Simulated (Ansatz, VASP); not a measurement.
One calculation of Cd, two programs

```xyz
3
Lattice="5.5462 0.0000 0.0000 -2.7731 4.8031 0.0000 0.0000 0.0000 3.2083" Properties=species:S:1:pos:R:3 pbc="T T T"
Cd    0.0000    0.0000    0.0000
Cd    0.0000    3.2021    1.6041
Cd    2.7731    1.6010    1.6041
```

Alike in both runs: functional BLYP; k mesh 7 × 7 × 10; occupations fermi-dirac, width 0.1 eV; no spin polarisation.

Ansatz relaxed the structure, and its values are those at the end. VASP's run is a single point on that final structure, the one shown.

```csv
,VASP,Ansatz
version,VASP 6.6.1,Ansatz 0.2.0
potentials or method,"VASP PAW PBE potentials, release 64 (Cd), cutoff 520 eV","plane waves (420 eV) with PAW, scalar-relativistic"
valence electrons in the cell,36,60
```

Ansatz gave:

* pressure (GPa): 0.0

Q: Which values does VASP return?

A: Pressure (GPa): 0.1.

VASP's potentials were made for PBE, not for BLYP. VASP's potentials hold 36 valence electrons a cell and Ansatz's 60, so a difference there can come from the potentials and not from the codes.
